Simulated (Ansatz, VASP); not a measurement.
# Ta in VASP and in Ansatz

Contents of INCAR:

```
PREC = Accurate
ENCUT = 520
EDIFF = 1E-6
ISMEAR = 0
SIGMA = 0.15
LREAL = False
LASPH = True
NELM = 60
ALGO = Fast
ISIF = 2
LWAVE = False
LCHARG = False
GGA = PS
NBANDS = 12
```

KPOINTS

```
regular mesh
0
Gamma
  22 22 22
```

POSCAR

```
Ta
1.0
   -1.6246417935      1.6246417935      1.7058738831
    1.6246417935     -1.6246417935      1.7058738831
    1.6246417935      1.6246417935     -1.7058738831
Ta
1
Direct
    0.0000000000      0.0000000000      0.0000000000
```

Input for Ansatz:

```yaml
crystal:
  lattice:
    - [-1.6246417935, 1.6246417935, 1.7058738831]
    - [1.6246417935, -1.6246417935, 1.7058738831]
    - [1.6246417935, 1.6246417935, -1.7058738831]
  atoms:
    - { symbol: Ta, position: [0.0, 0.0, 0.0] }
basis:
  ecutwfc: 420
kpoints:
  mp_grid: { grid: [22, 22, 22] }
hamiltonian:
  xc: pbesol
scf:
  occupations: { method: gaussian, width: 0.15 }
output:
  forces: true
  stress: true
  eigenvalues: true
```

Alike in both runs: task single point; functional PBEsol; k mesh 22 × 22 × 22; occupations gaussian, width 0.15 eV; no spin polarisation.

|  | VASP | Ansatz |
| --- | --- | --- |
| version | VASP 6.6.1 | Ansatz 0.2.0 |
| potentials or method | VASP PAW PBE potentials, release 64 (Ta_pv), cutoff 520 eV | scalar-relativistic, plane waves, PAW |
| valence electrons in the cell | 11 | 13 |

```csv
,VASP,Ansatz,Ansatz less VASP
gap on the k mesh at the Fermi level (eV),none,none,-
pressure (GPa),-3.4,-3.6,-0.16
"traceless stress, the component that is largest in VASP (GPa)",-3.40,-3.40,-0.004
```

VASP's potentials were made for PBE, not for PBEsol. A gap of «none» marks a metal or a gap that the smearing closes. VASP's potentials hold 11 valence electrons a cell and Ansatz's 13, so a difference there can come from the potentials and not from the codes.

Neither program's run includes spin-orbit coupling.
